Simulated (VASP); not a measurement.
Here is a VASP 6.6.1 calculation.

Contents of INCAR:

```
SYSTEM = TlPb2
ALGO = Fast
EDIFF = 1E-6
ENCUT = 520
GGA = PE
ISIF = 2
ISMEAR = 0
LASPH = .TRUE.
LCHARG = .FALSE.
LREAL = .FALSE.
LWAVE = .FALSE.
NBANDS = 50
NELM = 80
PREC = Accurate
SIGMA = 0.1
```

KPOINTS

```
k-points
0
G
  8 8 8
  0 0 0
```

Contents of POSCAR:

```
TlPb2
1.0
    0.0000000000      4.5400580647      4.5400580647
    4.5400580647      0.0000000000      4.5400580647
    4.5400580647      4.5400580647      0.0000000000
Tl Pb
2 4
Direct
    0.0000000000      0.0000000000      0.0000000000
    0.2500000000      0.2500000000      0.2500000000
    0.6250000000      0.6250000000      0.6250000000
    0.1250000000      0.6250000000      0.6250000000
    0.6250000000      0.1250000000      0.6250000000
    0.6250000000      0.6250000000      0.1250000000
```

Potentials or basis: VASP PAW PBE potentials, release 64 (Tl_d, Pb_d).

Run with:

```sh
$ cat potpaw_PBE.64/Tl_d/POTCAR potpaw_PBE.64/Pb_d/POTCAR > POTCAR
$ mpirun -np 1 vasp_std > vasp.out
```

Task: Estimate the band gap on the k mesh.

Result: Zero (bands 41 and 42 overlap by 2.27 eV).

Task: What does it give for the pressure?

Result: 3.5 GPa.

Caveat: the cell stands under pressure; spin-orbit coupling is left out, which moves the levels of the heavy elements.
